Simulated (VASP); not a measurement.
# LiH: single point with r2SCAN

LiH:

```
CELL_PARAMETERS angstrom
0.00000 2.04200 2.04200
2.04200 0.00000 2.04200
2.04200 2.04200 0.00000
ATOMIC_POSITIONS crystal
Li 0.00000 0.00000 0.00000
H 0.50000 0.50000 0.50000
```

- Program: VASP 6.6.1
- Task: single point
- Functional: r2SCAN
- Potentials or basis: VASP PAW PBE potentials, release 64 (Li_sv, H)
- Cutoff: 830 eV
- k mesh: 4 × 4 × 4
- Occupations: gaussian, width 0.01 eV
- Spin: no spin polarisation
- Dipole correction: no
- Further INCAR settings: ALGO = Normal; EDIFF = 1e-06; NBANDS = 9

```yaml
Pressure: -1.8 GPa
Band_gap_on_the_k_mesh: 3.60 eV, direct
```

Levels at points of the mesh, in eV from the valence-band top:
```
           k point  band 1  band 2  band 3  band 4  band 5  band 6  band 7
(0.00, 0.00, 0.00)  -45.80   -5.24   16.87   18.75   18.75   18.75   23.12
(0.50, 0.00, 0.00)  -45.76   -2.48    5.51   14.43   17.57   17.57   19.24
(0.50, 0.50, 0.00)  -45.75    0.00    3.60   11.43   11.43   14.68   18.32
```

It used 10 s of CPU time on 1 thread of AMD EPYC 9R45 (Zen 5) (shared host).

Caveat: the k points lie up to 0.67 Å⁻¹ apart; the PAW data sets were made with another functional, which shifts forces and pressure a little. A k mesh can miss the band edges.
